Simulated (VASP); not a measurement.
The system is Hf4C.

```xyz
5
Lattice="4.9957 0.0000 0.0000 -2.4978 4.3264 0.0000 0.0000 0.0000 5.0164" Properties=species:S:1:pos:R:3 pbc="T T T"
Hf    2.4978    0.0000    0.0000
Hf   -1.2489    2.1632    0.0000
Hf    1.2489    2.1632    0.0000
Hf    0.0000    0.0000    0.0000
C     0.0000    0.0000    2.5082
```

The cell was generated, and may not be a known phase.

| Property | Result |
| --- | --- |
| Program | VASP 6.6.1 |
| Task | relaxation of cell and atoms |
| Functional | PBE |
| Potentials or basis | VASP PAW PBE potentials, release 64 (Hf_pv, C) |
| Cutoff | 600 eV |
| k mesh | 6 × 6 × 4 |
| Occupations | gaussian, width 0.1 eV |
| Spin | no spin polarisation |

At the start: pressure 34.7 GPa; volume 21.68 Å³/atom.

**Question.** Where does the relaxation end?

**Answer.** Over 8 steps the energy falls by 1597.7 meV/atom and the volume is 25.69 Å³/atom (+18.5 %); space group P6/mmm (No. 191, to 0.1 Å) before and after.

The path:
| step | energy change (eV) | largest force (eV/Å) | pressure (GPa) | volume (Å³) |
| --- | --- | --- | --- | --- |
| 1 | 0.0000 | 0.0000 | 34.69 | 108.42 |
| 2 | -4.4624 | 0.0000 | -13.88 | 185.71 |
| 3 | -7.1195 | 0.0000 | -6.45 | 147.77 |
| 4 | -7.1185 | 0.0000 | -6.10 | 146.96 |
| 5 | -7.9845 | 0.0000 | -0.66 | 129.82 |
| 6 | -7.9877 | 0.0000 | -0.30 | 129.06 |
| 7 | -7.9867 | 0.0000 | 0.44 | 127.55 |
| 8 | -7.9884 | 0.0000 | -0.01 | 128.46 |

Final structure:
```
Hf C
1.0
     6.01272    0.00000    0.00000
    -3.00636    5.20717    0.00000
     0.00000    0.00000    4.10298
Hf C
4 1
Direct
  0.50000 0.00000 0.00000
  0.00000 0.50000 0.00000
  0.50000 0.50000 0.00000
  0.00000 0.00000 0.00000
  0.00000 0.00000 0.50000
```

Caveat: the volume moved by over 15 % at a fixed basis, so the end points are rough.
